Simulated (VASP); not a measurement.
Here is a VASP 6.6.1 calculation.

The input INCAR:

```
SYSTEM = Rb
ALGO     = Normal         ! electronic algorithm
EDIFF    = 1E-6           ! SCF threshold, eV
EDIFFG   = -0.01          ! ionic threshold
ENCUT    = 600            ! plane-wave cutoff, eV
GGA      = RP             ! functional
IBRION   = 2              ! ionic algorithm
ISIF     = 3              ! what is computed and relaxed
ISMEAR   = -1             ! smearing method
LASPH    = .TRUE.         ! aspherical terms in the spheres
LCHARG   = .FALSE.        ! write CHGCAR
LREAL    = .FALSE.        ! projectors in reciprocal space
LWAVE    = .FALSE.        ! write WAVECAR
NELM     = 80             ! most SCF steps
NSW      = 80             ! ionic steps
PREC     = Accurate       ! precision mode
SIGMA    = 0.1            ! smearing width, eV
```

The input KPOINTS:

```
k-points
0
G
  8 8 8
  0 0 0
```

Contents of POSCAR:

```
Rb
1.0
    0.0000000000      3.5183295318      3.5183295318
    3.5183295318      0.0000000000      3.5183295318
    3.5183295318      3.5183295318      0.0000000000
Rb
1
Direct
    0.0000000000      0.0000000000      0.0000000000
```

Potentials or basis: VASP PAW PBE potentials, release 64 (Rb_sv).

Command:

```sh
$ cat potpaw_PBE.64/Rb_sv/POTCAR > POTCAR
$ mpirun -np 1 vasp_std > vasp.out
```

(1) Predict the space group after relaxing (to 0.05 Å).

(2) Estimate the relaxed cell.

Results:

(1) Fm-3m (No. 225).

(2) a = 5.228 Å, b = 5.228 Å, c = 5.228 Å, α = 60.00°, β = 60.00°, γ = 60.00°.
